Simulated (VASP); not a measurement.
A run of VASP 6.6.1 is set up as follows.

Contents of INCAR:

```
  PREC = Accurate
  ENCUT = 500
  EDIFF = 1E-6
  ISMEAR = -1
  SIGMA = 0.1
  LREAL = False
  LASPH = True
  NELM = 120
  ALGO = Normal
  ISIF = 2
  LWAVE = False
  LCHARG = True
  GGA = RE
  LELF = True
  LVHAR = True
  NBANDS = 11
  GGA_COMPAT = False
```

KPOINTS

```
Automatic mesh
0
Gamma
  7 7 7
```

POSCAR

```
Pt
1.0
    0.0000000000      1.9938337538      1.9938337538
    1.9938337538      0.0000000000      1.9938337538
    1.9938337538      1.9938337538      0.0000000000
Pt
1
Direct
    0.0000000000      0.0000000000      0.0000000000
```

Potentials or basis: VASP PAW PBE potentials, release 64 (Pt).

Launch:

```bash
$ cat potpaw_PBE.64/Pt/POTCAR > POTCAR
$ mpirun -np 1 vasp_std > vasp.out
```

Problem. Estimate the band gap on the k mesh.

Solution. Zero (band 5 reaches 10.66 eV, above the bottom of band 6 at 8.82 eV).

Problem. What does it give for the pressure?

Solution. 0.8 GPa.

Caveat: the k points lie up to 0.39 Å⁻¹ apart; the PAW data sets were made with another functional, which shifts forces and pressure a little; spin-orbit coupling is left out, which moves the levels of the heavy elements.
